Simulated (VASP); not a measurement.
The system is Sr2B3.

```
B Sr
1.0
     6.75756    0.00000    0.00000
     0.00000    6.75756    0.00000
     0.00000    0.00000    3.94373
B Sr
6 4
Direct
  0.37140 0.87140 0.50000
  0.12860 0.37140 0.50000
  0.62860 0.12860 0.50000
  0.87140 0.62860 0.50000
  0.00000 0.00000 0.50000
  0.50000 0.50000 0.50000
  0.17340 0.67340 0.00000
  0.32660 0.17340 0.00000
  0.82660 0.32660 0.00000
  0.67340 0.82660 0.00000
```

Base run:

- Program: VASP 6.6.1
- Functional: PBE
- Potentials or basis: VASP PAW PBE potentials, release 64 (B, Sr_sv)
- Cutoff: 520 eV
- k mesh: 3 × 3 × 5
- Occupations: fermi-dirac, width 0.0901 eV
- Spin: no spin polarisation

Its results: band gap on the k mesh zero (bands 29 and 30 overlap by 1.16 eV); pressure 0.8 GPa; largest force 1.131 eV/Å.

Q: The run is repeated on the same cell with these changes: further incar settings from ALGO = Normal; EDIFF = 1e-06; NBANDS = 40 to ALGO = Normal; EDIFF = 1e-07; NBANDS = 40; dispersion from none to D3(BJ). What comes out?

A: Band gap on the k mesh zero (bands 29 and 30 overlap by 1.16 eV); pressure -1.3 GPa; largest force 1.127 eV/Å.

Caveats: forces of over 1 eV/Å act on the atoms, so gaps and moduli don't describe the material at rest; three body term missing (at least some runs).
